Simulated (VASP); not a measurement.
A run of VASP 6.6.1 is set up as follows.

The input INCAR:

```
SYSTEM = W8C8O
ALGO     = Normal         ! electronic algorithm
EDIFF    = 1E-7           ! SCF threshold, eV
ENCUT    = 520            ! plane-wave cutoff, eV
GGA      = PS             ! functional
ISIF     = 2              ! what is computed and relaxed
ISMEAR   = 0              ! smearing method
LASPH    = .True.         ! aspherical terms in the spheres
LCHARG   = .False.        ! write CHGCAR
LREAL    = Auto         
LWAVE    = .False.        ! write WAVECAR
NBANDS   = 89             ! bands
NELM     = 60             ! most SCF steps
PREC     = Accurate       ! precision mode
SIGMA    = 0.05           ! smearing width, eV
```

KPOINTS

```
k-points
0
Gamma
  3 3 1
  0 0 0
```

File POSCAR:

```
W8C8O
1.0
    5.7964000000      0.0000000000      0.0000000000
   -2.8982000000      5.0198300000      0.0000000000
    0.0000000000      0.0000000000     16.2471000000
W C O
8 8 1
Direct
    0.0000000000      0.0000000000      0.0615493842
    0.0004045229      0.0015639972      0.2374693330
    0.0000000000      0.5000000000      0.0615493842
   -0.0022508230      0.5023419120      0.2343878600
    0.5000000000      0.0000000000      0.0615493842
    0.5032540861      0.0070064126      0.2351108198
    0.5000000000      0.5000000000      0.0615493842
    0.5035681215      0.5022915119      0.2346404589
    0.3357106164      0.1674698147      0.1419581956
    0.3338209474      0.1775287211      0.3041420315
    0.3336209754      0.6674469056      0.1435499874
    0.3288719308      0.6613409219      0.3187317121
    0.8313992014      0.1673650303      0.1418430982
    0.8435621410      0.1783936906      0.3039683390
    0.8315111672      0.6636692876      0.1414569985
    0.8319526648      0.6647009959      0.3041577882
    0.4024387798      0.8116541795      0.3768502071
```

Potentials or basis: VASP PAW PBE potentials, release 64 (W_sv, C, O).

Command:

```sh
$ cat potpaw_PBE.64/W_sv/POTCAR potpaw_PBE.64/C/POTCAR potpaw_PBE.64/O/POTCAR > POTCAR
$ mpirun -np 1 vasp_std > vasp.out
```

(1) Estimate the band gap on the k mesh.

(2) Estimate the largest force.

Results:

(1) zero (bands 75 and 76 overlap by 0.48 eV).

(2) 0.655 eV/Å.

Caveat: the k points lie up to 0.42 Å⁻¹ apart; there is no dipole correction, which matters where the two faces differ; the PAW data sets were made with another functional, which shifts forces and pressure a little; spin-orbit coupling is left out, which moves the levels of the heavy elements.
